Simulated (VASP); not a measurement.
Input of a VASP 6.6.1 run:

INCAR

```
PREC = Accurate
ENCUT = 520
EDIFF = 1E-6
ISMEAR = 0
SIGMA = 0.05
LREAL = False
LASPH = True
NELM = 60
ALGO = Normal
ISIF = 2
LWAVE = False
LCHARG = False
GGA = PE
NBANDS = 15
```

File KPOINTS:

```
Automatic mesh
0
Gamma
  6 6 6
```

The input POSCAR:

```
KI
1.0
    0.0000000000      3.5245500000      3.5950410000
    3.5245500000      0.0000000000      3.5950410000
    3.5245500000      3.5245500000      0.0000000000
K I
1 1
Direct
    0.0000000000      0.0000000000      0.0000000000
    0.5000000000      0.5000000000      0.5000000000
```

Potentials or basis: VASP PAW PBE potentials, release 64 (K_sv, I).

Launch:

```console
$ cat potpaw_PBE.64/K_sv/POTCAR potpaw_PBE.64/I/POTCAR > POTCAR
$ mpirun -np 1 vasp_std > vasp.out
```

(1) Estimate the pressure.

(2) Predict the band gap on the k mesh.

Answers

(1) 0.5 GPa.

(2) 3.93 eV, direct.

Caveat: the cell differs from its parent crystal (strain +0.0200 x Voigt [0, 0, 1, 0, 0, 0]); spin-orbit coupling is left out, which moves the levels of the heavy elements.
